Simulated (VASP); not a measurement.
# Sn (Fd-3m) in VASP: a series of runs, part 2 of 2

VASP 6.6.1. The steps go on from the part before.

**3. Single point, r2SCAN**

The input, POSCAR:

```
Sn
1.0
    0.0000000000      3.2697510000      3.2697510000
    3.2697510000      0.0000000000      3.2697510000
    3.2697510000      3.2697510000      0.0000000000
Sn
2
Direct
    0.0000000000      0.0000000000      0.0000000000
    0.2500000000      0.2500000000      0.2500000000
```

The input, INCAR.step1:

```
ALGO = Normal
EDIFF = 1E-4
ENCUT = 520
GGA = PE
ISMEAR = -1
LASPH = T
LCHARG = F
LREAL = F
LWAVE = T
NBANDS = 21
NELM = 100
PREC = Accurate
SIGMA = 0.05
```

The input, INCAR.step2:

```
ALGO = Normal
EDIFF = 1E-6
ENCUT = 520
ISIF = 2
ISMEAR = -1
ISTART = 1
LASPH = T
LCHARG = F
LMIXTAU = T
LREAL = F
LWAVE = F
METAGGA = R2SCAN
NBANDS = 21
NELM = 100
PREC = Accurate
SIGMA = 0.05
```

The input, KPOINTS:

```
k-points
0
Gamma
  6 6 6
```

Potentials or basis: VASP PAW PBE potentials, release 64 (Sn_d).

Command:

```
$ cat potpaw_PBE.64/Sn_d/POTCAR > POTCAR
$ cp INCAR.step1 INCAR
$ mpirun -np 1 vasp_std > vasp.out
$ cp INCAR.step2 INCAR
$ mpirun -np 1 vasp_std > vasp.out
```

OUTCAR:

```text
EDIFF = 1E-6
   ENCUT = 520
   ISIF = 2
   ISMEAR = -1
   ISTART = 1
   LASPH = T
   LREAL = F
   METAGGA = R2SCAN
   NELM = 100
   PREC = Accurate

 ion  position               nearest neighbor table
   1  0.000  0.000  0.000-   2 2.83   2 2.83   2 2.83   2 2.83
   2  0.250  0.250  0.250-   1 2.83   1 2.83   1 2.83   1 2.83

  LATTYP: Found a face centered cubic cell.
 ALAT       =     6.5395020000

  Lattice vectors:

 A1 = (   0.0000000000,   3.2697510000,   3.2697510000)
 A2 = (   3.2697510000,   0.0000000000,   3.2697510000)
 A3 = (   3.2697510000,   3.2697510000,   0.0000000000)

Analysis of symmetry for initial positions (statically):
=====================================================================
 Subroutine PRICEL returns:
 Original cell was already a primitive cell.

 Routine SETGRP: Setting up the symmetry group for a
 face centered cubic supercell.

 Subroutine GETGRP returns: Found 48 space group operations
 (whereof 24 operations were pure point group operations)
 out of a pool of 48 trial point group operations.

The static configuration has the point symmetry T_d .
 The point group associated with its full space group is O_h .

Analysis of symmetry for dynamics (positions and initial velocities):
=====================================================================
 Subroutine PRICEL returns:
 Original cell was already a primitive cell.

 Routine SETGRP: Setting up the symmetry group for a
 face centered cubic supercell.

 Subroutine GETGRP returns: Found 48 space group operations
 (whereof 24 operations were pure point group operations)
 out of a pool of 48 trial point group operations.

The dynamic configuration has the point symmetry T_d .
 The point group associated with its full space group is O_h .

 Subroutine INISYM returns: Found 48 space group operations
 (whereof 24 operations are pure point group operations),
 and found     1 'primitive' translations

[... 101 lines left out ...]
   EFERMI_NEDOS =   21; number of points for ismear=-14 and -15
   IALGO  =     38    algorithm
   IMIX   =      4    mixing-type and parameters
     AMIX     =   0.40;   BMIX     =  1.00
     AMIX_MAG =   1.60;   BMIX_MAG =  1.00
  volume/ion in A,a.u.               =      34.96       235.91
  Fermi-wavevector in a.u.,A,eV,Ry     =   1.206710  2.280351 19.812103  1.456148
  Thomas-Fermi vector in A             =   2.342369
   LORBIT       =      0    0 simple, 1 ext, 2 COOP (PROOUT), +10 PAW based schemes
   METAGGA = R2SCAN    functional components
   LHFCALC =     F    Hartree Fock is set to
   AEXX    =    0.0000 exact exchange contribution
   IVDW    =     0    specifies the selected vdW correction
   LEPSILON=     F    determine dielectric tensor
   LRPA    =     F    only Hartree local field effects (RPA)
 non-spin polarized calculation
  energy-cutoff  :      520.00
  volume of cell :       69.92
 maximum number of plane-waves:      1895
 NGX is ok and might be reduce to    36
   NGX = 17   NGY = 17   NGZ = 17

 number of electron      27.9999986 magnetization

 Free energy of the ion-electron system (eV)
  ---------------------------------------------------
  ext. energy  EPLUGINS =         0.00000000
  ---------------------------------------------------
  free energy    TOTEN  =       -49.46218598 eV

  energy without entropy =      -49.46034748  energy(sigma->0) =      -49.46126673

 E-fermi :   5.3409     XC(G=0):  -9.4794

 val. band max:        4.8951846162   @ k =   0.1667   0.0000   0.0000
 cond. band min:       5.3471955352   @ k =   0.0000   0.0000   0.0000
 fundamental gap:      0.4520109189
 Fermi energy:         5.3408648542

 k-point     1 :       0.0000    0.0000    0.0000
  band No.  band energies     occupation
      1     -17.0126      2.00000
      2     -17.0126      2.00000
      3     -17.0126      2.00000
      4     -16.9493      2.00000
      5     -16.9493      2.00000
      6     -16.6443      2.00000
[... 373 lines left out ...]
     20      14.7187      0.00000
     21      15.9930      0.00000

------------------------ aborting loop because EDIFF is reached ----------------------------------------

  FORCE on cell =-STRESS in cart. coord.  units (eV):
  Direction    XX          YY          ZZ          XY          YZ          ZX
  --------------------------------------------------------------------------------------
  -------------------------------------------------------------------------------------
  Total        0.2458684      0.2458684      0.2458684      0.0000000     -0.0000000     -0.0000000
  in kB        5.6342898      5.6342898      5.6342898      0.0000000     -0.0000000     -0.0000000
  external PRESSURE =       5.6342898 kB  Pullay stress =       0.0000000 kB

 VOLUME and BASIS-vectors are now :
 -----------------------------------------------------------------------------
  energy-cutoff  :      520.00
  volume of cell :       69.92
      direct lattice vectors                 reciprocal lattice vectors
     0.000000000  3.269751000  3.269751000    -0.152916843  0.152916843  0.152916843
     3.269751000  0.000000000  3.269751000     0.152916843 -0.152916843  0.152916843
     3.269751000  3.269751000  0.000000000     0.152916843  0.152916843 -0.152916843

 POSITION                                       TOTAL-FORCE (eV/Angst)
 -----------------------------------------------------------------------------------
      0.00000      0.00000      0.00000        -0.000000     -0.000000      0.000000
      1.63488      1.63488      1.63488         0.000000      0.000000      0.000000
 -----------------------------------------------------------------------------------
    total drift:                                0.000000      0.000000      0.000000

  FREE ENERGIE OF THE ION-ELECTRON SYSTEM (eV)
  ---------------------------------------------------
  free  energy   TOTEN  =       -49.4621859777 eV

  energy  without entropy=      -49.4603474817  energy(sigma->0) =      -49.46126673
```

OSZICAR.step1:

```text
N       E                     dE             d eps       ncg     rms          rms(c)
DAV:   1     0.223179810907E+03    0.22318E+03   -0.14692E+04   677   0.188E+03
DAV:   2     0.157799017836E+02   -0.20740E+03   -0.20309E+03   677   0.430E+02
DAV:   3    -0.692019362953E+01   -0.22700E+02   -0.22580E+02   782   0.137E+02
DAV:   4    -0.766111239363E+01   -0.74092E+00   -0.74067E+00   757   0.277E+01
DAV:   5    -0.769312483544E+01   -0.32012E-01   -0.32012E-01  1027   0.521E+00    0.312E+00
DAV:   6    -0.765288078762E+01    0.40244E-01   -0.25683E-02   905   0.203E+00    0.184E+00
DAV:   7    -0.763408924342E+01    0.18792E-01   -0.44373E-02   727   0.216E+00    0.162E-01
DAV:   8    -0.763600815321E+01   -0.19189E-02   -0.57609E-03   747   0.835E-01    0.508E-02
DAV:   9    -0.763643680447E+01   -0.42865E-03   -0.53996E-04   599   0.159E-01    0.120E-02
DAV:  10    -0.763645419321E+01   -0.17389E-04   -0.37732E-05   626   0.521E-02
   1 F= -.76364542E+01 E0= -.76353760E+01  d E =-.215647E-02
```

Wall time 66 s (1 thread of Intel Xeon 6975P-C, shared host); peak memory 0.21 GiB.

Results:

- Free energy: -49.4622 eV
- Pressure: 0.6 GPa
- Band gap on the k mesh: zero (filled and empty bands touch)

Caveat: the PAW data sets were made with another functional, which shifts forces and pressure a little; spin-orbit coupling is left out, which moves the levels of the heavy elements.
